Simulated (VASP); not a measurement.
# Cu: single point with PBEsol

Crystal: Cu.

```xyz
1
Lattice="-1.3707 1.3707 1.3761 1.3707 -1.3707 1.3761 1.3707 1.3707 -1.3761" Properties=species:S:1:pos:R:3 pbc="T T T"
Cu    0.0000    0.0000    0.0000
```

This cell differs from its parent crystal: strain -0.050 along x and y, +0.000 along z.

```
Program             : VASP 6.6.1
Task                : single point
Functional          : PBEsol
Potentials or basis : VASP PAW PBE potentials, release 64 (Cu)
Cutoff              : 520 eV
k mesh              : 24 × 24 × 24
Occupations         : gaussian, width 0.15 eV
Spin                : no spin polarisation
```

| Property | Result |
| --- | --- |
| Pressure | 20.3 GPa |

Levels at points of the mesh, in eV from the Fermi level:
```tsv
k point	band 3	band 4	band 5	band 6	band 7	band 8	band 9	band 10
(0.00, 0.00, 0.00)	-3.59	-3.57	-2.36	-2.34	26.24	26.34	26.34	30.99
(0.50, 0.00, 0.00)	-2.40	-2.21	-1.45	-1.01	5.06	18.58	19.25	23.03
(0.50, 0.50, 0.00)	-2.38	-2.20	-1.44	-0.98	5.11	18.48	19.12	22.93
(0.50, 0.50, 0.50)	-1.66	-1.65	-1.65	8.64	8.80	8.80	14.58	14.66
```

Wall time 3.4 min on 1 thread of AMD EPYC 7R13, with other jobs on the host, peak memory 0.2 GiB.

Caveat: the cell differs from its parent crystal (strain -0.050 along x and y, +0.000 along z); the PAW data sets were made with another functional, which shifts forces and pressure a little.
